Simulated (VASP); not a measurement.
A run of VASP 6.6.1 is set up as follows.

Contents of INCAR:

```
SYSTEM = Ge3W2
PREC = Accurate ; ENCUT = 520
EDIFF = 1E-6 ; ISMEAR = 0
SIGMA = 0.1 ; LREAL = .FALSE.
LASPH = .TRUE. ; NELM = 60
ALGO = Normal ; ISIF = 2
LWAVE = .FALSE. ; LCHARG = .FALSE.
GGA = PE ; NBANDS = 43
```

The input KPOINTS:

```
regular mesh
0
G
  6 6 6
  0 0 0
```

Contents of POSCAR:

```
Ge3W2
1.0
    2.6596030634      1.5355225446      3.4455155492
   -2.6596030634      1.5355225446      3.4455155492
    0.0000000000     -3.0710450892      3.4455155492
Ge W
3 2
Direct
    0.5000000000      0.5000000000      0.0000000000
    0.0000000000      0.5000000000      0.5000000000
    0.5000000000      0.0000000000      0.5000000000
    0.8623451681      0.8623451681      0.8623451681
    0.1376548319      0.1376548319      0.1376548319
```

Potentials or basis: VASP PAW PBE potentials, release 64 (Ge_d, W_sv).

Command:

```sh
$ cat potpaw_PBE.64/Ge_d/POTCAR potpaw_PBE.64/W_sv/POTCAR > POTCAR
$ mpirun -np 1 vasp_std > vasp.out
```

**Question.** Estimate the pressure.

**Answer.** 0.2 GPa.

**Question.** Predict the band gap on the k mesh.

**Answer.** Zero (band 35 reaches 9.33 eV, above the bottom of band 36 at 8.69 eV).

**Question.** Predict the largest force.

**Answer.** 0.018 eV/Å.

Stress tensor (GPa, compression positive):
```
0.08 0.00 0.00
0.00 0.08 0.00
0.00 0.00 0.33
```

Caveat: spin-orbit coupling is left out, which moves the levels of the heavy elements.
